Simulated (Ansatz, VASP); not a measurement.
# One calculation of Co, two programs

Contents of INCAR:

```
SYSTEM = Co
  ALGO = Normal
  EDIFF = 1E-6
  ENCUT = 520
  GGA = RP
  ISIF = 2
  ISMEAR = -1
  ISPIN = 2
  LASPH = .True.
  LCHARG = .False.
  LMAXMIX = 4
  LORBIT = 11
  LREAL = .False.
  LWAVE = .False.
  MAGMOM = 1.944
  NBANDS = 14
  NELM = 150
  PREC = Accurate
  SIGMA = 0.05
```

The input KPOINTS:

```
k-points
0
Gamma
  15 15 15
  0 0 0
```

Contents of POSCAR:

```
Co
1.0
    2.2668170921      0.0000000000      0.0000000000
    0.0000000000      2.2668170921      0.0000000000
    0.0000000000      0.0000000000      2.2668170921
Co
1
Direct
    0.0000000000      0.0000000000      0.0000000000
```

Input for Ansatz:

```yaml
crystal:
  lattice:
    - [2.2668170921, 0.0, 0.0]
    - [0.0, 2.2668170921, 0.0]
    - [0.0, 0.0, 2.2668170921]
  atoms:
    - { symbol: Co, position: [0.0, 0.0, 0.0], spin: 1.944 }
hamiltonian:
  xc: rpbe
  pseudopotentials:
    kind: paw
    azcp:
      Co: "pseudopotentials/Co.paw.azcp"
basis:
  ecutwfc: 420
  fft_grid_basis: typed
kpoints:
  mp_grid: { grid: [15, 15, 15], shift: [0, 0, 0] }
magnetization:
  spin_polarized: true
scf:
  occupations: { method: fermi_dirac, width: 0.05 }
  lower_state_search: "off"
output:
  stress: true
```

Alike in both runs: task single point; functional RPBE; k mesh 15 × 15 × 15; occupations fermi-dirac, width 0.05 eV; collinear spin.

|  | VASP | Ansatz |
| --- | --- | --- |
| version | VASP 6.6.1 | Ansatz 0.2.0 |
| potentials or method | VASP PAW PBE potentials, release 64 (Co), cutoff 520 eV | plane waves (420 eV) with PAW, scalar-relativistic |
| valence electrons in the cell | 9 | 17 |

|  | VASP | Ansatz | Ansatz less VASP |
| --- | --- | --- | --- |
| pressure (GPa) | 20.1 | 21.3 | +1.19 |
| net moment per atom (μB) | 1.72 | 1.74 | +0.012 |
| size of the moment on the site where the two differ most (μB) | 1.73 | 1.75 | +0.018 |

VASP's potentials were made for PBE, not for RPBE. Site moments also hang on the region over which each program counts them. VASP's potentials hold 9 valence electrons a cell and Ansatz's 17, so a difference there can come from the potentials and not from the codes.
